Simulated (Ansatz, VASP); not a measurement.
**One calculation of Se, two programs**

```xyz
3
Lattice="4.3516 0.0000 0.0000 -2.1758 3.7686 0.0000 0.0000 0.0000 4.9370" Properties=species:S:1:pos:R:3 pbc="T T T"
Se    0.9809    0.0000    1.6457
Se   -0.4904    0.8494    3.2914
Se    1.6854    2.9192    0.0000
```

Change from the starting cell: volume scaled by 0.99, PAW files.

Alike in both runs: task electric field gradients; functional LDA; k mesh 6 × 6 × 5; occupations fermi-dirac, width 0.03 eV; no spin polarisation.

|  | VASP | Ansatz |
| --- | --- | --- |
| version | VASP 6.6.1 | Ansatz 0.2.0 |
| potentials or method | VASP PAW LDA potentials, release 64 (Se) | PAW with Ansatz's default frozen-core files, scalar-relativistic |
| plane-wave cutoff (eV) | 520 | 420 |
| valence electrons in the cell | 18 | 48 |

VASP gave:

- gap on the k mesh at the Fermi level (eV): 1.18
- pressure (GPa): -0.5
- traceless stress, the component that is largest in VASP (GPa): 1.18
- rms of the force components (eV/Å): 0.211
- size of Vzz on the site where it differs most (V/Å²): 491.4

Problem. What did Ansatz give for the same quantities?

Solution. gap on the k mesh at the Fermi level (eV): 1.18; pressure (GPa): -0.7; traceless stress, the component that is largest in VASP (GPa): 1.09; rms of the force components (eV/Å): 0.182; size of Vzz on the site where it differs most (V/Å²): 505.8.

LDA's correlation is that of Perdew and Zunger in VASP and of Perdew and Wang (1992) in Ansatz. Atom by atom the forces differ by 0.030 eV/Å (rms over components). VASP's potentials hold 18 valence electrons a cell and Ansatz's 48, so a difference there can come from the potentials and not from the codes.
